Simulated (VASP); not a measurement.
# AlAs (F-43m) in VASP: single point with r2SCAN

Aim: the single point of AlAs with r2SCAN.

Everything below comes from runs of VASP 6.6.1. Logs are shortened: lines on timing, memory, paths and dates and some standing lists are left out, and cuts for length are marked.

## Step 1: The cell of the first run

It takes space group F-43m (No. 216, cubic). The conventional cell has a = 5.629 Å, b = 5.629 Å, c = 5.629 Å, α = 90.00°, β = 90.00°, γ = 90.00°. Al (site symmetry -43m) has 4 As at 2.44 Å within 3.2 Å. Within 3.2 Å of As (site symmetry -43m) lie 4 Al at 2.44 Å.

## Step 2: Single point, r2SCAN

POSCAR

```
AlAs
1.0
    0.0000000000      2.8145100285      2.8145100285
    2.8145100285      0.0000000000      2.8145100285
    2.8145100285      2.8145100285      0.0000000000
Al As
1 1
Direct
    0.0000000000      0.0000000000      0.0000000000
    0.2500000000      0.2500000000      0.2500000000
```

INCAR.step1

```
  PREC = Accurate
  ENCUT = 550
  ISMEAR = 0
  SIGMA = 0.02
  LREAL = F
  LASPH = T
  NELM = 120
  NBANDS = 11
  GGA = PE
  ALGO = Normal
  EDIFF = 1E-5
  LWAVE = T
  LCHARG = F
  GGA_COMPAT = F
```

INCAR.step2

```
  PREC = Accurate
  ENCUT = 550
  EDIFF = 1E-6
  ISMEAR = 0
  SIGMA = 0.02
  LREAL = F
  LASPH = T
  NELM = 120
  ALGO = Normal
  ISIF = 2
  LWAVE = F
  LCHARG = F
  METAGGA = R2SCAN
  LMIXTAU = T
  NBANDS = 11
  ISTART = 1
  GGA_COMPAT = F
```

KPOINTS

```
Automatic mesh
0
Gamma
  8 8 8
```

Potentials or basis: VASP PAW PBE potentials, release 64 (Al, As).

The run is started by

```bash
$ cat potpaw_PBE.64/Al/POTCAR potpaw_PBE.64/As/POTCAR > POTCAR
$ cp INCAR.step1 INCAR
$ mpirun -np 1 vasp_std > vasp.out
$ cp INCAR.step2 INCAR
$ mpirun -np 1 vasp_std > vasp.out
```

OUTCAR:

```text
PREC = Accurate
   ENCUT = 550
   EDIFF = 1E-6
   ISMEAR = 0
   LREAL = F
   LASPH = T
   NELM = 120
   ISIF = 2
   METAGGA = R2SCAN
   ISTART = 1

 ion  position               nearest neighbor table
   1  0.000  0.000  0.000-   2 2.44   2 2.44   2 2.44   2 2.44
   2  0.250  0.250  0.250-   1 2.44   1 2.44   1 2.44   1 2.44

  LATTYP: Found a face centered cubic cell.
 ALAT       =     5.6290200570

  Lattice vectors:

 A1 = (   0.0000000000,   2.8145100285,   2.8145100285)
 A2 = (   2.8145100285,   0.0000000000,   2.8145100285)
 A3 = (   2.8145100285,   2.8145100285,   0.0000000000)

Analysis of symmetry for initial positions (statically):
=====================================================================
 Subroutine PRICEL returns:
 Original cell was already a primitive cell.

 Routine SETGRP: Setting up the symmetry group for a
 face centered cubic supercell.

 Subroutine GETGRP returns: Found 24 space group operations
 (whereof 24 operations were pure point group operations)
 out of a pool of 48 trial point group operations.

The static configuration has the point symmetry T_d .

Analysis of symmetry for dynamics (positions and initial velocities):
=====================================================================
 Subroutine PRICEL returns:
 Original cell was already a primitive cell.

 Routine SETGRP: Setting up the symmetry group for a
 face centered cubic supercell.

 Subroutine GETGRP returns: Found 24 space group operations
 (whereof 24 operations were pure point group operations)
 out of a pool of 48 trial point group operations.

The dynamic configuration has the point symmetry T_d .

 Subroutine INISYM returns: Found 24 space group operations
 (whereof 24 operations are pure point group operations),
 and found     1 'primitive' translations

----------------------------------------------------------------------------------------

                                     Primitive cell

  volume of cell :      44.5901

  direct lattice vectors                    reciprocal lattice vectors
     0.000000000  2.814510028  2.814510028    -0.177650815  0.177650815  0.177650815
     2.814510028  0.000000000  2.814510028     0.177650815 -0.177650815  0.177650815
     2.814510028  2.814510028  0.000000000     0.177650815  0.177650815 -0.177650815

  length of vectors
     3.980318254  3.980318254  3.980318254     0.307700237  0.307700237  0.307700237

  position of ions in fractional coordinates (direct lattice)
     0.000000000  0.000000000  0.000000000
     0.250000000  0.250000000  0.250000000

  ion indices of the primitive-cell ions
   primitive index   ion index
                 1           1
                 2           2

----------------------------------------------------------------------------------------

 KPOINTS: Automatic mesh

Automatic generation of k-mesh.
 Grid dimensions read from file:
 generate k-points for:    8    8    8

 Generating k-lattice:

  Cartesian coordinates                     Fractional coordinates (reciprocal lattice)
    -0.022206352  0.022206352  0.022206352     0.125000000  0.000000000  0.000000000
     0.022206352 -0.022206352  0.022206352     0.000000000  0.125000000  0.000000000
     0.022206352  0.022206352 -0.022206352     0.000000000  0.000000000  0.125000000

  Length of vectors
     0.038462530  0.038462530  0.038462530

  Shift w.r.t. Gamma in fractional coordinates (k-lattice)
     0.000000000  0.000000000  0.000000000

 Subroutine IBZKPT returns following result:
 ===========================================

 Found     29 irreducible k-points:

 Following reciprocal coordinates:
            Coordinates               Weight
  0.000000  0.000000  0.000000      1.000000
  0.125000  0.000000  0.000000      8.000000
  0.250000  0.000000  0.000000      8.000000
  0.375000  0.000000  0.000000      8.000000
  0.500000  0.000000  0.000000      4.000000
  0.125000  0.125000  0.000000      6.000000
[... 16 lines left out ...]
  0.500000  0.250000  0.125000     48.000000
 -0.375000  0.250000  0.125000     24.000000
 [... further k-points ...]
   k-points           NKPTS =     29   k-points in BZ     NKDIM =     29   number of bands    NBANDS=     11
   number of dos      NEDOS =    301   number of ions     NIONS =      2
   total plane-waves  NPLWV =  27000
   dimension x,y,z NGX =    30 NGY =   30 NGZ =   30
   dimension x,y,z NGXF=    60 NGYF=   60 NGZF=   60
   ions per type =               1   1
   NGX,Y,Z   is equivalent  to a cutoff of  12.53, 12.53, 12.53 a.u.
   NGXF,Y,Z  is equivalent  to a cutoff of  25.06, 25.06, 25.06 a.u.
 SYSTEM =  unknown system
   PREC   = accura    normal or accurate (medium, high low for compatibility)
   ISTART =      1    job   : 0-new  1-cont  2-samecut
   ICHARG =      0    charge: 1-file 2-atom 10-const
   ISPIN  =      1    spin polarized calculation?
   LNONCOLLINEAR =      F non collinear calculations
   LSORBIT =      F    spin-orbit coupling
   LASPH  =      T    aspherical Exc in radial PAW
   ENCUT  =  550.0 eV  40.42 Ry    6.36 a.u.   7.61  7.61  7.61*2*pi/ulx,y,z
   NELM   =    120;   NELMIN=  2; NELMDL=  0     # of ELM steps
   EDIFF  = 0.1E-05   stopping-criterion for ELM
   LREAL  =      F    real-space projection
[... 7 lines left out ...]
   TEBEG  =    0.0;   TEEND  =   0.0 temperature during run
   PSTRESS=    0.0 pullay stress
   NELECT =       8.0000    total number of electrons
   NUPDOWN=      -1.0000    fix difference up-down
   EMIN   =  10.00;   EMAX   =-10.00  energy-range for DOS
   EFERMI =   0.00;   METHOD = LEGACY
   ISMEAR =     0;   SIGMA  =   0.02  broadening in eV -4-tet -1-fermi 0-gaus
   EFERMI_NEDOS =   21; number of points for ismear=-14 and -15
   IALGO  =     38    algorithm
   IMIX   =      4    mixing-type and parameters
     AMIX     =   0.40;   BMIX     =  1.00
     AMIX_MAG =   1.60;   BMIX_MAG =  1.00
  volume/ion in A,a.u.               =      22.30       150.45
  Fermi-wavevector in a.u.,A,eV,Ry     =   0.923334  1.744848 11.599581  0.852545
  Thomas-Fermi vector in A             =   2.048959
   LORBIT       =      0    0 simple, 1 ext, 2 COOP (PROOUT), +10 PAW based schemes
   METAGGA = R2SCAN    functional components
   LHFCALC =     F    Hartree Fock is set to
   AEXX    =    0.0000 exact exchange contribution
   IVDW    =     0    specifies the selected vdW correction
   LEPSILON=     F    determine dielectric tensor
   LRPA    =     F    only Hartree local field effects (RPA)
 non-spin polarized calculation
 Gauss-broadening in eV      SIGMA  =   0.02
  energy-cutoff  :      550.00
  volume of cell :       44.59
 maximum number of plane-waves:      1323
   NGX = 15   NGY = 15   NGZ = 15

 number of electron       8.0000001 magnetization

 Free energy of the ion-electron system (eV)
  ---------------------------------------------------
  ext. energy  EPLUGINS =         0.00000000
  ---------------------------------------------------
  free energy    TOTEN  =       -22.68834371 eV

  energy without entropy =      -22.68834371  energy(sigma->0) =      -22.68834371

 E-fermi :   3.8936     XC(G=0):  -9.5161

 val. band max:        3.8097207175   @ k =   0.0000   0.0000   0.0000
 cond. band min:       5.5747746752   @ k =   0.5000   0.5000   0.0000
 fundamental gap:      1.7650539577
 Fermi energy:         3.8935734559

 k-point     1 :       0.0000    0.0000    0.0000
  band No.  band energies     occupation
      1      -8.6078      2.00000
      2       3.8097      2.00000
      3       3.8097      2.00000
      4       3.8097      2.00000
      5       6.6645      0.00000
      6       8.5529      0.00000
      7       8.5529      0.00000
      8       8.5529      0.00000
      9      13.3643      0.00000
     10      13.3643      0.00000
     11      13.6614      0.00000

 k-point     2 :       0.1250    0.0000    0.0000
  band No.  band energies     occupation
      1      -8.4441      2.00000
      2       2.4180      2.00000
      3       3.6430      2.00000
      4       3.6430      2.00000
      5       7.2943      0.00000
      6       8.8512      0.00000
      7       8.8512      0.00000
      8       9.0583      0.00000
      9      12.7671      0.00000
     10      12.7671      0.00000
     11      14.3702      0.00000

 k-point     3 :       0.2500    0.0000    0.0000
  band No.  band energies     occupation
      1      -7.9892      2.00000
      2       0.3647      2.00000
      3       3.3112      2.00000
      4       3.3112      2.00000
      5       7.0288      0.00000
      6       9.2014      0.00000
      7       9.2014      0.00000
      8      10.9938      0.00000
      9      12.6921      0.00000
     10      12.6921      0.00000
     11      14.0482      0.00000

 k-point     4 :       0.3750    0.0000    0.0000
  band No.  band energies     occupation
      1      -7.3987      2.00000
      2      -1.2832      2.00000
      3       3.0442      2.00000
      4       3.0442      2.00000
      5       6.6655      0.00000
      6       9.0586      0.00000
      7       9.0586      0.00000
      8      12.2394      0.00000
      9      14.1077      0.00000
     10      14.1077      0.00000
     11      14.5034      0.00000
[... 239 lines left out ...]
 k-point    22 :       0.3750    0.2500    0.1250
  band No.  band energies     occupation
      1      -7.6079      2.00000
      2      -0.0123      2.00000
      3       1.7849      2.00000
      4       2.8001      2.00000
      5       7.8485      0.00000
      6       8.7112      0.00000
      7       9.5964      0.00000
      8      10.9504      0.00000
      9      12.6721      0.00000
     10      15.0759      0.00000
     11      16.8573      0.00000

 k-point    23 :       0.5000    0.2500    0.1250
  band No.  band energies     occupation
      1      -7.0750      2.00000
      2      -1.1016      2.00000
      3       1.1850      2.00000
      4       2.3979      2.00000
      5       7.9627      0.00000
      6       8.7986      0.00000
      7      10.1718      0.00000
      8      11.2892      0.00000
      9      13.9229      0.00000
     10      15.2413      0.00000
     11      16.9138      0.00000

 k-point    24 :      -0.3750    0.2500    0.1250
  band No.  band energies     occupation
      1      -6.7983      2.00000
      2      -1.6215      2.00000
      3       1.0349      2.00000
      4       2.2029      2.00000
      5       7.9630      0.00000
      6       8.5432      0.00000
      7      11.1125      0.00000
      8      12.1004      0.00000
      9      12.9234      0.00000
     10      15.6641      0.00000
     11      17.0922      0.00000

 [... further k-points ...]

------------------------ aborting loop because EDIFF is reached ----------------------------------------

  FORCE on cell =-STRESS in cart. coord.  units (eV):
  Direction    XX          YY          ZZ          XY          YZ          ZX
  --------------------------------------------------------------------------------------
  -------------------------------------------------------------------------------------
  Total        0.5706344      0.5706344      0.5706344      0.0000000      0.0000000      0.0000000
  in kB       20.5036023     20.5036023     20.5036023      0.0000000      0.0000000      0.0000000
  external PRESSURE =      20.5036023 kB  Pullay stress =       0.0000000 kB

 VOLUME and BASIS-vectors are now :
 -----------------------------------------------------------------------------
  energy-cutoff  :      550.00
  volume of cell :       44.59
      direct lattice vectors                 reciprocal lattice vectors
     0.000000000  2.814510028  2.814510028    -0.177650815  0.177650815  0.177650815
     2.814510028  0.000000000  2.814510028     0.177650815 -0.177650815  0.177650815
     2.814510028  2.814510028  0.000000000     0.177650815  0.177650815 -0.177650815

 POSITION                                       TOTAL-FORCE (eV/Angst)
 -----------------------------------------------------------------------------------
      0.00000      0.00000      0.00000        -0.000000      0.000000      0.000000
      1.40726      1.40726      1.40726         0.000000     -0.000000     -0.000000
 -----------------------------------------------------------------------------------
    total drift:                                0.000000      0.000000      0.000000

  FREE ENERGIE OF THE ION-ELECTRON SYSTEM (eV)
  ---------------------------------------------------
  free  energy   TOTEN  =       -22.6883437088 eV

  energy  without entropy=      -22.6883437088  energy(sigma->0) =      -22.68834371
```

Run time: 70 s. Hardware: 1 thread of AMD EPYC 7R43 (Zen 3), shared host; peak memory 0.14 GiB.

Results:

- Free energy: -22.6883 eV
- Pressure: 2.1 GPa
- Band gap on the k mesh: 1.77 eV (least direct gap 2.85 eV)

Caveat: the PAW data sets were made with another functional, which shifts forces and pressure a little. A k mesh can miss the band edges.
